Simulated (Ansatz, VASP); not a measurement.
Tl: VASP beside Ansatz

File INCAR:

```
SYSTEM = Tl
PREC     = Accurate       ! precision mode
ENCUT    = 520            ! plane-wave cutoff, eV
EDIFF    = 1E-7           ! SCF threshold, eV
ISMEAR   = -1             ! smearing method
SIGMA    = 0.1            ! smearing width, eV
LREAL    = .FALSE.        ! projectors in reciprocal space
LASPH    = .TRUE.         ! aspherical terms in the spheres
NELM     = 100            ! most SCF steps
ALGO     = Normal         ! electronic algorithm
ISIF     = 2              ! what is computed and relaxed
LWAVE    = .FALSE.        ! write WAVECAR
LCHARG   = .FALSE.        ! write CHGCAR
GGA      = PS             ! functional
NBANDS   = 20             ! bands
```

The input KPOINTS:

```
regular mesh
0
G
  9 9 9
  0 0 0
```

Contents of POSCAR:

```
Tl
1.0
    0.0000000000      3.3464435344      3.3464435344
    3.3464435344      0.0000000000      3.3464435344
    3.3464435344      3.3464435344      0.0000000000
Tl
2
Direct
    0.1250000000      0.1250000000      0.1250000000
    0.8750000000      0.8750000000      0.8750000000
```

Input for Ansatz:

```yaml
crystal:
  lattice:
    - [0.0, 3.3464435344, 3.3464435344]
    - [3.3464435344, 0.0, 3.3464435344]
    - [3.3464435344, 3.3464435344, 0.0]
  atoms:
    - { symbol: Tl, position: [0.125, 0.125, 0.125] }
    - { symbol: Tl, position: [0.875, 0.875, 0.875] }
hamiltonian:
  xc: pbesol
  pseudopotentials:
    kind: paw
    azcp:
      Tl: "pseudopotentials/Tl.paw.azcp"
basis:
  ecutwfc: 420
  fft_grid_basis: typed
kpoints:
  mp_grid: { grid: [9, 9, 9], shift: [0, 0, 0] }
magnetization:
  spin_polarized: false
scf:
  occupations: { method: fermi_dirac, width: 0.1 }
  lower_state_search: "off"
output:
  stress: true
```

Alike in both runs: task single point; functional PBEsol; k mesh 9 × 9 × 9; occupations fermi-dirac, width 0.1 eV; no spin polarisation.

|  | VASP | Ansatz |
| --- | --- | --- |
| version | VASP 6.6.1 | Ansatz 0.2.0 |
| potentials or method | VASP PAW PBE potentials, release 64 (Tl_d), cutoff 520 eV | plane waves (420 eV) with PAW, scalar-relativistic |
| valence electrons in the cell | 26 | 26 |

```tsv
	VASP	Ansatz	Ansatz less VASP
pressure (GPa)	2.0	2.0	+0.04
```

VASP's potentials were made for PBE, not for PBEsol, and Ansatz warns of the same on its side. The functional is the same, so the differences come from potentials, cutoffs and numerics.

Neither program's run includes spin-orbit coupling.
